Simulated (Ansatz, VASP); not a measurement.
# Two plane-wave programs on Hg

File INCAR:

```
ALGO = Fast ; EDIFF = 1E-6
ENCUT = 520 ; GGA = PE
ISIF = 2 ; ISMEAR = 0
IVDW = 12 ; LASPH = T
LCHARG = T ; LELF = T
LREAL = F ; LVHAR = T
LWAVE = F ; NBANDS = 19
NELM = 100 ; PREC = Accurate
SIGMA = 0.15
```

Contents of KPOINTS:

```
k-points
0
Gamma
  15 15 8
```

The input POSCAR:

```
Hg
1.0
    3.4640000000      0.0000000000      0.0000000000
   -1.7320000000      2.9999119987      0.0000000000
    0.0000000000      0.0000000000      5.4448000000
Hg
2
Direct
    0.6666666667      0.3333333333      0.7500000000
    0.3333333333      0.6666666667      0.2500000000
```

Input for Ansatz:

```yaml
crystal:
  lattice:
    - [3.464, 0.0, 0.0]
    - [-1.732, 2.9999119987, 0.0]
    - [0.0, 0.0, 5.4448]
  atoms:
    - { symbol: Hg, position: [0.6666666667, 0.3333333333, 0.75] }
    - { symbol: Hg, position: [0.3333333333, 0.6666666667, 0.25] }
basis:
  ecutwfc: 420
kpoints:
  mp_grid: { grid: [15, 15, 8] }
hamiltonian:
  xc: pbe
  dispersion: d3bj
scf:
  occupations: { method: gaussian, width: 0.15 }
output:
  forces: true
  stress: true
  eigenvalues: true
```

Alike in both runs: task single point; functional PBE; dispersion D3(BJ); k mesh 15 × 15 × 8; occupations gaussian, width 0.15 eV; no spin polarisation.

```csv
,VASP,Ansatz
version,VASP 6.6.1,Ansatz 0.2.0
potentials or method,"VASP PAW PBE potentials, release 64 (Hg), cutoff 520 eV","scalar-relativistic, plane waves, PAW"
valence electrons in the cell,24,40
```

Ansatz gave:

* gap on the k mesh at the Fermi level (eV): none
* pressure (GPa): -1.1

Q: Which values does VASP return?

A: gap on the k mesh at the Fermi level (eV): none; pressure (GPa): -1.0.

A gap of «none» marks a metal or a gap that the smearing closes. VASP's potentials hold 24 valence electrons a cell and Ansatz's 40, so a difference there can come from the potentials and not from the codes.

Spin-orbit coupling is off throughout.
